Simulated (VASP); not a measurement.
Input of a VASP 6.6.1 run:

INCAR

```
SYSTEM = CaO
PREC = Accurate ; ENCUT = 520
EDIFF = 1E-6 ; ISMEAR = 0
SIGMA = 0.05 ; LREAL = .FALSE.
LASPH = .TRUE. ; NELM = 60
ALGO = Normal ; ISIF = 2
LWAVE = .FALSE. ; LCHARG = .TRUE.
GGA = PE ; LELF = .TRUE.
LVHAR = .TRUE. ; NBANDS = 24
```

File KPOINTS:

```
regular mesh
0
G
  9 9 6
  0 0 0
```

File POSCAR:

```
CaO
1.0
    4.5252816275      0.0000000000      0.0000000000
   -2.2626408137      3.1560159755      0.0000000000
    0.0000000000      0.0000000000      4.6154481346
Ca O
2 2
Direct
    0.3333333333      0.6666666667      0.7500000000
    0.6666666667      0.3333333333      0.2500000000
    0.3333333333      0.6666666667      0.2500000000
    0.6666666667      0.3333333333      0.7500000000
```

Potentials or basis: VASP PAW PBE potentials, release 64 (Ca_sv, O).

Launch:

```console
$ cat potpaw_PBE.64/Ca_sv/POTCAR potpaw_PBE.64/O/POTCAR > POTCAR
$ mpirun -np 1 vasp_std > vasp.out
```

(1) Estimate the largest force.

(2) What does it give for the pressure?

(3) Predict the band gap on the k mesh.

## Answers

(1) 1.748 eV/Å.

(2) 4.9 GPa.

(3) 3.07 eV, direct.

Caveat: the cell differs from its parent crystal (strain +e along x and -e along y +0.1100, strain +e along z and -e/2 along x and y -0.0400); forces of over 1 eV/Å act on the atoms, so gaps and moduli don't describe the material at rest.
